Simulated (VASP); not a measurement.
A run of VASP 6.6.1:

Contents of INCAR:

```
PREC = Accurate ; ENCUT = 600
EDIFF = 1E-7 ; ISMEAR = 0
SIGMA = 0.1 ; LREAL = F
LASPH = T ; NELM = 60
ALGO = Normal ; ISIF = 3
LWAVE = F ; LCHARG = F
IBRION = 2 ; NSW = 70
EDIFFG = -0.005
```

The input KPOINTS:

```
regular mesh
0
Gamma
  14 14 14
```

File POSCAR:

```
AlCo
1.0
    2.8519024094      0.0000000000      0.0000000000
    0.0000000000      2.8519024094      0.0000000000
    0.0000000000      0.0000000000      2.8519024094
Al Co
1 1
Direct
    0.0000000000      0.0000000000      0.0000000000
    0.5000000000      0.5000000000      0.5000000000
```

Potentials or basis: VASP PAW LDA potentials, release 64 (Al, Co).

The run is started by

```sh
$ cat potpaw_LDA.64/Al/POTCAR potpaw_LDA.64/Co/POTCAR > POTCAR
$ mpirun -np 1 vasp_std > vasp.out
```

Hardware: 1 thread of Intel Xeon 8259CL, with other jobs on the host.

**Question.** Estimate the wall time of this run.

**Answer.** Run time: 110 s on 1 thread of Intel Xeon 8259CL, on a shared host, peak memory 0.17 GiB. Counts: scf iterations 46, k points 120, ion steps 6.
